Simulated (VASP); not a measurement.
# TiSi (Pnma) in VASP: a series of runs

The runs below take TiSi through single point, with PBEsol.

All numbers are computed with VASP 6.6.1; they aren't measurements. Logs are shortened: lines on timing, memory, paths and dates and some standing lists are left out, and cuts for length are marked.

## 1. The cell of the first run

It takes space group Pnma (No. 62, orthorhombic). The conventional cell has a = 6.452 Å, b = 3.622 Å, c = 4.467 Å, α = 90.00°, β = 90.00°, γ = 90.00°. Within 3.2 Å of Ti (site symmetry m) lie 7 Si at 2.32 to 2.67 Å and 6 Ti at 3.03 to 3.13 Å. Within 3.0 Å of Si (site symmetry m) lie 2 Si at 2.31 Å and 7 Ti at 2.32 to 2.67 Å.

## 2. Single point, PBEsol (strain -0.1000 x Voigt [0, 0, 1, 0, 0, 0])

The input, INCAR:

```
SYSTEM = TiSi
ALGO     = Normal         ! electronic algorithm
EDIFF    = 1E-6           ! SCF threshold, eV
ENCUT    = 520            ! plane-wave cutoff, eV
GGA      = PS             ! functional
ISIF     = 2              ! what is computed and relaxed
ISMEAR   = 0              ! smearing method
LASPH    = .TRUE.         ! aspherical terms in the spheres
LCHARG   = .FALSE.        ! write CHGCAR
LREAL    = .FALSE.        ! projectors in reciprocal space
LWAVE    = .FALSE.        ! write WAVECAR
NBANDS   = 42             ! bands
NELM     = 60             ! most SCF steps
PREC     = Accurate       ! precision mode
SIGMA    = 0.15           ! smearing width, eV
```

The input, KPOINTS:

```
k-points
0
G
  6 12 8
  0 0 0
```

The input, POSCAR:

```
TiSi
1.0
    6.4518128620      0.0000000000      0.0000000000
    0.0000000000      3.6224438893      0.0000000000
    0.0000000000      0.0000000000      4.4674176712
Ti Si
4 4
Direct
    0.6761122807      0.2500000000      0.3705866206
    0.3238877193      0.7500000000      0.6294133794
    0.8238877193      0.7500000000      0.8705866206
    0.1761122807      0.2500000000      0.1294133794
    0.5441211300      0.2500000000      0.8536272412
    0.4558788700      0.7500000000      0.1463727588
    0.9558788700      0.7500000000      0.3536272412
    0.0441211300      0.2500000000      0.6463727588
```

Potentials or basis: VASP PAW PBE potentials, release 64 (Ti_sv, Si).

Launch:

```console
$ cat potpaw_PBE.64/Ti_sv/POTCAR potpaw_PBE.64/Si/POTCAR > POTCAR
$ mpirun -np 1 vasp_std > vasp.out
```

OUTCAR:

```text
SYSTEM = TiSi
   EDIFF = 1E-6
   ENCUT = 520
   GGA = PS
   ISIF = 2
   ISMEAR = 0
   LASPH = .TRUE.
   LREAL = .FALSE.
   NELM = 60
   PREC = Accurate

 ion  position               nearest neighbor table
   1  0.676  0.250  0.371-   5 2.32   5 2.46   6 2.51   6 2.51   7 2.56   7 2.56   8 2.67
   2  0.324  0.750  0.629-   6 2.32   6 2.46   5 2.51   5 2.51   8 2.56   8 2.56   7 2.67
   3  0.824  0.750  0.871-   7 2.32   7 2.46   8 2.51   8 2.51   5 2.56   5 2.56   6 2.67
   4  0.176  0.250  0.129-   8 2.32   8 2.46   7 2.51   7 2.51   6 2.56   6 2.56   5 2.67
   5  0.544  0.250  0.854-   6 2.31   6 2.31   1 2.32   1 2.46   2 2.51   2 2.51   3 2.56   3 2.56
                             4 2.67
   6  0.456  0.750  0.146-   5 2.31   5 2.31   2 2.32   2 2.46   1 2.51   1 2.51   4 2.56   4 2.56
                             3 2.67
   7  0.956  0.750  0.354-   8 2.31   8 2.31   3 2.32   3 2.46   4 2.51   4 2.51   1 2.56   1 2.56
                             2 2.67
   8  0.044  0.250  0.646-   7 2.31   7 2.31   4 2.32   4 2.46   3 2.51   3 2.51   2 2.56   2 2.56
                             1 2.67

  LATTYP: Found a simple orthorhombic cell.
 ALAT       =     3.6224438893
 B/A-ratio  =     1.2332606957
 C/A-ratio  =     1.7810663351

  Lattice vectors:

 A1 = (   0.0000000000,   3.6224438893,   0.0000000000)
 A2 = (   0.0000000000,   0.0000000000,   4.4674176712)
 A3 = (   6.4518128620,   0.0000000000,   0.0000000000)

Analysis of symmetry for initial positions (statically):
=====================================================================
 Subroutine PRICEL returns:
 Original cell was already a primitive cell.

 Routine SETGRP: Setting up the symmetry group for a
 simple orthorhombic supercell.

 Subroutine GETGRP returns: Found  8 space group operations
 (whereof  2 operations were pure point group operations)
 out of a pool of  8 trial point group operations.

The static configuration has the point symmetry S_2 .
 The point group associated with its full space group is D_2h.

Analysis of symmetry for dynamics (positions and initial velocities):
=====================================================================
 Subroutine PRICEL returns:
 Original cell was already a primitive cell.

 Routine SETGRP: Setting up the symmetry group for a
 simple orthorhombic supercell.

 Subroutine GETGRP returns: Found  8 space group operations
 (whereof  2 operations were pure point group operations)
 out of a pool of  8 trial point group operations.

The dynamic configuration has the point symmetry S_2 .
 The point group associated with its full space group is D_2h.

 Subroutine INISYM returns: Found  8 space group operations
 (whereof  2 operations are pure point group operations),
 and found     1 'primitive' translations

----------------------------------------------------------------------------------------

                                     Primitive cell

  volume of cell :     104.4095

  direct lattice vectors                    reciprocal lattice vectors
     6.451812862  0.000000000  0.000000000     0.154995196  0.000000000  0.000000000
     0.000000000  3.622443889  0.000000000     0.000000000  0.276056726  0.000000000
     0.000000000  0.000000000  4.467417671     0.000000000  0.000000000  0.223842961

  length of vectors
     6.451812862  3.622443889  4.467417671     0.154995196  0.276056726  0.223842961

  position of ions in fractional coordinates (direct lattice)
     0.676112281  0.250000000  0.370586621
     0.323887719  0.750000000  0.629413379
     0.823887719  0.750000000  0.870586621
     0.176112281  0.250000000  0.129413379
     0.544121130  0.250000000  0.853627241
     0.455878870  0.750000000  0.146372759
     0.955878870  0.750000000  0.353627241
     0.044121130  0.250000000  0.646372759

  ion indices of the primitive-cell ions
   primitive index   ion index
                 1           1
                 2           2
                 3           3
                 4           4
                 5           5
                 6           6
                 7           7
                 8           8

----------------------------------------------------------------------------------------

 KPOINTS: k-points

Automatic generation of k-mesh.
 Grid dimensions read from file:
 generate k-points for:    6   12    8

 Generating k-lattice:

  Cartesian coordinates                     Fractional coordinates (reciprocal lattice)
     0.025832533  0.000000000  0.000000000     0.166666667  0.000000000  0.000000000
     0.000000000  0.023004727  0.000000000     0.000000000  0.083333333  0.000000000
     0.000000000  0.000000000  0.027980370     0.000000000  0.000000000  0.125000000

  Length of vectors
     0.025832533  0.023004727  0.027980370

  Shift w.r.t. Gamma in fractional coordinates (k-lattice)
     0.000000000  0.000000000  0.000000000

 Subroutine IBZKPT returns following result:
 ===========================================

 Found    140 irreducible k-points:

 Following reciprocal coordinates:
            Coordinates               Weight
  0.000000  0.000000  0.000000      1.000000
  0.166667  0.000000  0.000000      2.000000
  0.333333  0.000000  0.000000      2.000000
  0.500000  0.000000  0.000000      1.000000
  0.000000  0.083333  0.000000      2.000000
  0.166667  0.083333  0.000000      4.000000
[... 16 lines left out ...]
  0.333333  0.416667  0.000000      4.000000
  0.500000  0.416667  0.000000      2.000000
 [... further k-points ...]
   k-points           NKPTS =    140   k-points in BZ     NKDIM =    140   number of bands    NBANDS=     42
   number of dos      NEDOS =    301   number of ions     NIONS =      8
   total plane-waves  NPLWV =  48384
   dimension x,y,z NGX =    48 NGY =   28 NGZ =   36
   dimension x,y,z NGXF=    96 NGYF=   56 NGZF=   72
   ions per type =               4   4
   NGX,Y,Z   is equivalent  to a cutoff of  12.37, 12.85, 13.40 a.u.
   NGXF,Y,Z  is equivalent  to a cutoff of  24.74, 25.70, 26.79 a.u.
 SYSTEM =  TiSi
   PREC   = accura    normal or accurate (medium, high low for compatibility)
   ISTART =      0    job   : 0-new  1-cont  2-samecut
   ICHARG =      2    charge: 1-file 2-atom 10-const
   ISPIN  =      1    spin polarized calculation?
   LNONCOLLINEAR =      F non collinear calculations
   LSORBIT =      F    spin-orbit coupling
   LASPH  =      T    aspherical Exc in radial PAW
   ENCUT  =  520.0 eV  38.22 Ry    6.18 a.u.  12.00  6.74  8.31*2*pi/ulx,y,z
   NELM   =     60;   NELMIN=  2; NELMDL= -5     # of ELM steps
   EDIFF  = 0.1E-05   stopping-criterion for ELM
   LREAL  =      F    real-space projection
   EDIFFG = 0.1E-04   stopping-criterion for IOM
   NSW    =      0    number of steps for IOM
   IBRION =     -1    ionic relax: 0-MD 1-quasi-New 2-CG
   NFREE  =      0    steps in history (QN), initial steepest desc. (CG)
   ISIF   =      2    stress and relaxation
   ISYM   =      2    0-nonsym 1-usesym 2-fastsym
   POTIM  = 0.5000    time-step for ionic-motion
   TEBEG  =    0.0;   TEEND  =   0.0 temperature during run
   PSTRESS=    0.0 pullay stress
   NELECT =      64.0000    total number of electrons
   NUPDOWN=      -1.0000    fix difference up-down
   EMIN   =  10.00;   EMAX   =-10.00  energy-range for DOS
   EFERMI =   0.00;   METHOD = LEGACY
   ISMEAR =     0;   SIGMA  =   0.15  broadening in eV -4-tet -1-fermi 0-gaus
   EFERMI_NEDOS =   21; number of points for ismear=-14 and -15
   IALGO  =     38    algorithm
   IMIX   =      4    mixing-type and parameters
     AMIX     =   0.40;   BMIX     =  1.00
     AMIX_MAG =   1.60;   BMIX_MAG =  1.00
  volume/ion in A,a.u.               =      13.05        88.07
  Fermi-wavevector in a.u.,A,eV,Ry     =   1.390662  2.627970 26.312851  1.933940
  Thomas-Fermi vector in A             =   2.514575
   LORBIT       =      0    0 simple, 1 ext, 2 COOP (PROOUT), +10 PAW based schemes
   GGA     = PS    functional components
   LHFCALC =     F    Hartree Fock is set to
   AEXX    =    0.0000 exact exchange contribution
   IVDW    =     0    specifies the selected vdW correction
   LEPSILON=     F    determine dielectric tensor
   LRPA    =     F    only Hartree local field effects (RPA)
 non-spin polarized calculation
 Gauss-broadening in eV      SIGMA  =   0.15
  energy-cutoff  :      520.00
  volume of cell :      104.41
 maximum number of plane-waves:      2832
 NGX is ok and might be reduce to    48
   NGX = 23   NGY = 13   NGZ = 17

 number of electron      64.0000013 magnetization

 Free energy of the ion-electron system (eV)
  ---------------------------------------------------
  ext. energy  EPLUGINS =         0.00000000
  ---------------------------------------------------
  free energy    TOTEN  =       -61.40228308 eV

  energy without entropy =      -61.38036797  energy(sigma->0) =      -61.39132552

 E-fermi :  11.0600     XC(G=0): -12.3192

 val. band max:       11.0411143724   @ k =   0.1667   0.0000   0.0000
 cond. band min:      11.0605088594   @ k =   0.0000   0.1667   0.2500
 fundamental gap:      0.0193944871
 Fermi energy:        11.0600469460

 k-point     1 :       0.0000    0.0000    0.0000
  band No.  band energies     occupation
      1     -45.0650      2.00000
      2     -45.0378      2.00000
      3     -45.0011      2.00000
      4     -44.9885      2.00000
      5     -21.6238      2.00000
      6     -21.6011      2.00000
[... 34 lines left out ...]
     41      13.7101      0.00000
     42      13.8978      0.00000

 k-point     2 :       0.1667    0.0000    0.0000
  band No.  band energies     occupation
      1     -45.0635      2.00000
      2     -45.0403      2.00000
      3     -44.9996      2.00000
      4     -44.9890      2.00000
      5     -21.6165      2.00000
      6     -21.6029      2.00000
[... 979 lines left out ...]
     41      14.8825      0.00000
     42      15.0707      0.00000

 k-point    24 :       0.5000    0.4167    0.0000
  band No.  band energies     occupation
      1     -45.0281      2.00000
      2     -45.0281      2.00000
      3     -45.0126      2.00000
      4     -45.0126      2.00000
      5     -21.5970      2.00000
      6     -21.5970      2.00000
[... 34 lines left out ...]
     41      14.9775      0.00000
     42      14.9865      0.00000

 [... further k-points ...]

------------------------ aborting loop because EDIFF is reached ----------------------------------------

  FORCE on cell =-STRESS in cart. coord.  units (eV):
  Direction    XX          YY          ZZ          XY          YZ          ZX
  --------------------------------------------------------------------------------------
  -------------------------------------------------------------------------------------
  Total        6.3127147      5.4802616     35.9574462      0.0000000      0.0000000      0.0000000
  in kB       96.8694335     84.0953311    551.7717164      0.0000000      0.0000000      0.0000000
  external PRESSURE =     244.2454937 kB  Pullay stress =       0.0000000 kB

 VOLUME and BASIS-vectors are now :
 -----------------------------------------------------------------------------
  energy-cutoff  :      520.00
  volume of cell :      104.41
      direct lattice vectors                 reciprocal lattice vectors
     6.451812862  0.000000000  0.000000000     0.154995196  0.000000000  0.000000000
     0.000000000  3.622443889  0.000000000     0.000000000  0.276056726  0.000000000
     0.000000000  0.000000000  4.467417671     0.000000000  0.000000000  0.223842961

 POSITION                                       TOTAL-FORCE (eV/Angst)
 -----------------------------------------------------------------------------------
      4.36215      0.90561      1.65557         1.098114     -0.000000     -0.506627
      2.08966      2.71683      2.81185        -1.098114     -0.000000      0.506627
      5.31557      2.71683      3.88927        -1.098114      0.000000     -0.506627
      1.13624      0.90561      0.57814         1.098114     -0.000000      0.506627
      3.51057      0.90561      3.81351        -0.295855      0.000000      0.046001
      2.94125      2.71683      0.65391         0.295855      0.000000     -0.046001
      6.16715      2.71683      1.57980         0.295855     -0.000000      0.046001
      0.28466      0.90561      2.88762        -0.295855      0.000000     -0.046001
 -----------------------------------------------------------------------------------
    total drift:                                0.000000     -0.000000     -0.000000

  FREE ENERGIE OF THE ION-ELECTRON SYSTEM (eV)
  ---------------------------------------------------
  free  energy   TOTEN  =       -61.4022830836 eV

  energy  without entropy=      -61.3803679652  energy(sigma->0) =      -61.39132552
```

Run time: 6.1 min. Hardware: 1 thread of AMD EPYC 9R45 (Zen 5), shared host; peak memory 0.49 GiB.

What came out:

- Free energy: -61.4023 eV
- Pressure: 24.4 GPa
- Largest force: 1.209 eV/Å
- Band gap on the k mesh: zero (bands 32 and 33 overlap by 0.38 eV)

Forces in eV/Å, atoms in the order of the input:
```
Ti   1.098  0.000 -0.507
Ti  -1.098  0.000  0.507
Ti  -1.098  0.000 -0.507
Ti   1.098  0.000  0.507
Si  -0.296  0.000  0.046
Si   0.296  0.000 -0.046
Si   0.296  0.000  0.046
Si  -0.296  0.000 -0.046
```

Levels at points of the mesh, in eV from the Fermi level:
```tsv
k point	band 28	band 29	band 30	band 31	band 32	band 33	band 34	band 35	band 36	band 37
(0.00, 0.00, 0.00)	-1.58	-0.88	-0.58	-0.44	-0.31	0.23	0.54	0.65	0.68	1.41
(0.50, 0.00, 0.00)	-2.22	-0.87	-0.87	-0.37	-0.37	0.30	0.30	0.63	0.63	1.80
(0.00, 0.50, 0.00)	-2.17	-1.77	-1.77	-1.55	-1.55	1.67	1.67	1.90	1.90	2.32
(0.50, 0.50, 0.00)	-2.65	-1.70	-1.70	-1.70	-1.70	1.83	1.83	1.83	1.83	2.46
(0.00, 0.00, 0.50)	-1.62	-0.83	-0.83	-0.57	-0.57	0.43	0.43	0.78	0.78	1.56
(0.50, 0.00, 0.50)	-1.99	-1.03	-1.03	-0.95	-0.95	0.53	0.53	0.80	0.80	1.77
(0.00, 0.50, 0.50)	-2.55	-0.57	-0.57	-0.40	-0.40	0.05	0.05	0.97	0.97	1.90
(0.50, 0.50, 0.50)	-2.38	-1.31	-1.31	-1.31	-1.31	1.34	1.34	1.34	1.34	1.89
```

Caveat: the cell differs from its parent crystal (strain -0.1000 x Voigt [0, 0, 1, 0, 0, 0]); the stress differs along the axes, from 8 to 55 GPa; the PAW data sets were made with another functional, which shifts forces and pressure a little.

## 3. Single point, PBEsol (strain -0.0750 x Voigt [0, 0, 1, 0, 0, 0])

The input, INCAR:

```
ALGO = Normal
EDIFF = 1E-7
ENCUT = 520
GGA = PS
ISIF = 2
ISMEAR = 0
LASPH = True
LCHARG = True
LELF = True
LREAL = False
LVHAR = True
LWAVE = False
NBANDS = 42
NELM = 60
PREC = Accurate
SIGMA = 0.15
```

The input, KPOINTS:

```
k-points
0
Gamma
  6 12 8
```

POSCAR: that of step 2 with these lines changed.

```diff
@@ -4,3 +4,3 @@
     0.0000000000      3.6224438893      0.0000000000
-    0.0000000000      0.0000000000      4.4674176712
+    0.0000000000      0.0000000000      4.5915126065
 Ti Si
```

Potentials or basis: VASP PAW PBE potentials, release 64 (Ti_sv, Si).

Launch:

```console
$ cat potpaw_PBE.64/Ti_sv/POTCAR potpaw_PBE.64/Si/POTCAR > POTCAR
$ mpirun -np 1 vasp_std > vasp.out
```

Wall time 6.8 min (1 thread of AMD EPYC 9R45 (Zen 5), shared host); peak memory 0.51 GiB.

The run converged. Its results:

| Quantity | Value |
| --- | --- |
| Free energy | -62.2377 eV |
| Pressure | 16.6 GPa |
| Largest force | 0.793 eV/Å |
| Band gap on the k mesh | zero (bands 32 and 33 overlap by 0.41 eV) |

Forces on the atoms (eV/Å):
```
Ti   0.720  0.000 -0.331
Ti  -0.720  0.000  0.331
Ti  -0.720  0.000 -0.331
Ti   0.720  0.000  0.331
Si  -0.146  0.000  0.015
Si   0.146  0.000 -0.015
Si   0.146  0.000  0.015
Si  -0.146  0.000 -0.015
```

Stress tensor (GPa, compression positive):
```
 6.50  0.00  0.00
 0.00  5.89  0.00
 0.00  0.00 37.50
```

Levels at points of the mesh, in eV from the Fermi level:
| k point | band 28 | band 29 | band 30 | band 31 | band 32 | band 33 | band 34 | band 35 | band 36 | band 37 |
| --- | --- | --- | --- | --- | --- | --- | --- | --- | --- | --- |
| (0.00, 0.00, 0.00) | -1.72 | -0.85 | -0.53 | -0.37 | -0.37 | 0.27 | 0.53 | 0.64 | 0.67 | 1.33 |
| (0.50, 0.00, 0.00) | -2.21 | -0.84 | -0.84 | -0.39 | -0.39 | 0.29 | 0.29 | 0.61 | 0.61 | 1.74 |
| (0.00, 0.50, 0.00) | -2.16 | -1.75 | -1.75 | -1.59 | -1.59 | 1.63 | 1.63 | 1.87 | 1.87 | 2.22 |
| (0.50, 0.50, 0.00) | -2.71 | -1.73 | -1.73 | -1.73 | -1.73 | 1.81 | 1.81 | 1.81 | 1.81 | 2.36 |
| (0.00, 0.00, 0.50) | -1.57 | -0.86 | -0.86 | -0.49 | -0.49 | 0.43 | 0.43 | 0.79 | 0.79 | 1.56 |
| (0.50, 0.00, 0.50) | -2.05 | -1.02 | -1.02 | -0.87 | -0.87 | 0.51 | 0.51 | 0.78 | 0.78 | 1.70 |
| (0.00, 0.50, 0.50) | -2.53 | -0.57 | -0.57 | -0.42 | -0.42 | 0.03 | 0.03 | 0.92 | 0.92 | 1.86 |
| (0.50, 0.50, 0.50) | -2.37 | -1.34 | -1.34 | -1.34 | -1.34 | 1.34 | 1.34 | 1.34 | 1.34 | 1.86 |

Caveat: the cell differs from its parent crystal (strain -0.0750 x Voigt [0, 0, 1, 0, 0, 0]); the stress differs along the axes, from 6 to 37 GPa; the PAW data sets were made with another functional, which shifts forces and pressure a little.
